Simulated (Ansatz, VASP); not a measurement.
# TiAl: VASP beside Ansatz

The input INCAR:

```
SYSTEM = TiAl
PREC = Accurate ; ENCUT = 520
EDIFF = 1E-6 ; ISMEAR = 0
SIGMA = 0.15 ; LREAL = .False.
LASPH = .True. ; NELM = 80
ALGO = Fast ; ISIF = 2
LWAVE = .False. ; LCHARG = .True.
GGA = PS ; LELF = .True.
LVHAR = .True. ; NBANDS = 14
```

The input KPOINTS:

```
regular mesh
0
Gamma
  24 24 14
  0 0 0
```

File POSCAR:

```
TiAl
1.0
    2.8478212847      0.0000000000      0.0000000000
   -1.4239106423      2.4662855780      0.0000000000
    0.0000000000      0.0000000000      4.6199447394
Ti Al
1 1
Direct
    0.0057138278      0.0114276555      0.0000000000
    0.3231966321      0.6463932642      0.5000000000
```

Input for Ansatz:

```yaml
crystal:
  lattice:
    - [2.8478212847, 0.0, 0.0]
    - [-1.4239106423, 2.466285578, 0.0]
    - [0.0, 0.0, 4.6199447394]
  atoms:
    - { symbol: Ti, position: [0.0057138278, 0.0114276555, 0.0] }
    - { symbol: Al, position: [0.3231966321, 0.6463932642, 0.5] }
basis:
  ecutwfc: 420
kpoints:
  mp_grid: { grid: [24, 24, 14] }
hamiltonian:
  xc: pbesol
scf:
  occupations: { method: gaussian, width: 0.15 }
output:
  forces: true
  stress: true
  eigenvalues: true
  write_density: true
  write_potential: true
  elf: true
  volumetric_format: npy
```

Change from the starting cell: mode 4 (182.5 1/cm) frozen in, largest displacement -0.050 Å.

Alike in both runs: task single point; functional PBEsol; k mesh 24 × 24 × 14; occupations gaussian, width 0.15 eV; no spin polarisation.

```csv
,VASP,Ansatz
version,VASP 6.6.1,Ansatz 0.2.0
potentials or method,"VASP PAW PBE potentials, release 64 (Ti_sv, Al), cutoff 520 eV","scalar-relativistic, plane waves, PAW"
valence electrons in the cell,15,15
```

```csv
,VASP,Ansatz,Ansatz less VASP
gap on the k mesh at the Fermi level (eV),none,none,-
pressure (GPa),0.1,0.1,+0.02
"traceless stress, the component that is largest in VASP (GPa)",-1.29,-1.25,+0.039
rms of the force components (eV/Å),0.104,0.104,0.0000
```

VASP's potentials were made for PBE, not for PBEsol. Atom by atom the forces differ by 0.000 eV/Å (rms over components). A gap of «none» marks a metal or a gap that the smearing closes. With one functional, cell and mesh, what is left measures potentials, basis and numerics.
